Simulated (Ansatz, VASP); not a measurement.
**One calculation of CuAu, two programs**

```xyz
2
Lattice="2.8107 0.0000 0.0000 0.0000 2.8107 0.0000 0.0000 0.0000 3.6850" Properties=species:S:1:pos:R:3 pbc="T T T"
Au    0.0000    0.0000    0.0000
Cu    1.4054    1.4054    1.8425
```

Alike in both runs: task single point; functional LDA; k mesh 9 × 9 × 7; occupations fermi-dirac, width 0.05 eV; no spin polarisation.

|  | VASP | Ansatz |
| --- | --- | --- |
| version | VASP 6.6.1 | Ansatz 0.2.0 |
| potentials or method | VASP PAW LDA potentials, release 64 (Au, Cu), cutoff 520 eV | all-electron LAPW, scalar-relativistic |

Ansatz gave:

- gap on the k mesh at the Fermi level (eV): none
- pressure (GPa): -9.2
- traceless stress, the component that is largest in VASP (GPa): -0.22

**Question.** Which values does VASP return?

**Answer.** gap on the k mesh at the Fermi level (eV): none; pressure (GPa): -8.6; traceless stress, the component that is largest in VASP (GPa): -0.21.

LDA's correlation is that of Perdew and Zunger in VASP and of Perdew and Wang (1992) in Ansatz. A gap of «none» marks a metal or a gap that the smearing closes. Ansatz ran all-electron here, and VASP with PAW potentials.

Spin-orbit coupling is off throughout.
